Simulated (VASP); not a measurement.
Write the native input for VASP 6.6.1 that does the following.

```
Task                   : single point
Functional             : PBE
Potentials or basis    : VASP PAW PBE potentials, release 64 (B, As)
Cutoff                 : 520 eV
k mesh                 : 10 × 10 × 10
Occupations            : gaussian, width 0.05 eV
Spin                   : no spin polarisation
Dipole correction      : no
Further INCAR settings : ALGO = Normal; EDIFF = 1e-07; NBANDS = 11
```

The structure of BAs lies in POSCAR:

```
BAs
1.0
    0.0000000000      2.3885000000      2.5795800000
    2.3885000000      0.0000000000      2.5795800000
    2.3885000000      2.3885000000      0.0000000000
B As
1 1
Direct
    0.0000000000      0.0000000000      0.0000000000
    0.7500000000      0.7500000000      0.7500000000
```

This cell differs from its parent crystal: strain +0.000 along x and y, +0.080 along z.

One way to write it, as run:

INCAR

```
SYSTEM = BAs
PREC     = Accurate       ! precision mode
ENCUT    = 520            ! plane-wave cutoff, eV
EDIFF    = 1E-7           ! SCF threshold, eV
ISMEAR   = 0              ! smearing method
SIGMA    = 0.05           ! smearing width, eV
LREAL    = .False.        ! projectors in reciprocal space
LASPH    = .True.         ! aspherical terms in the spheres
NELM     = 100            ! most SCF steps
ALGO     = Normal         ! electronic algorithm
ISIF     = 2              ! what is computed and relaxed
LWAVE    = .False.        ! write WAVECAR
LCHARG   = .True.         ! write CHGCAR
GGA      = PE             ! functional
LELF     = .True.         ! ELF
LVHAR    = .True.       
NBANDS   = 11             ! bands
```

KPOINTS

```
Automatic mesh
0
Gamma
  10 10 10
  0 0 0
```

Potentials or basis: VASP PAW PBE potentials, release 64 (B, As).

Run with:

```bash
$ cat potpaw_PBE.64/B/POTCAR potpaw_PBE.64/As/POTCAR > POTCAR
$ mpirun -np 1 vasp_std > vasp.out
```

Results of the run:

```yaml
Pressure: -6.1 GPa
Band_gap_on_the_k_mesh: 0.70 eV, indirect (least direct gap 2.80 eV)
```

Caveat: the cell differs from its parent crystal (strain +0.000 along x and y, +0.080 along z).

It took 53 s on 1 thread of Intel Xeon 8259CL, on a shared host, peak memory 0.18 GiB.
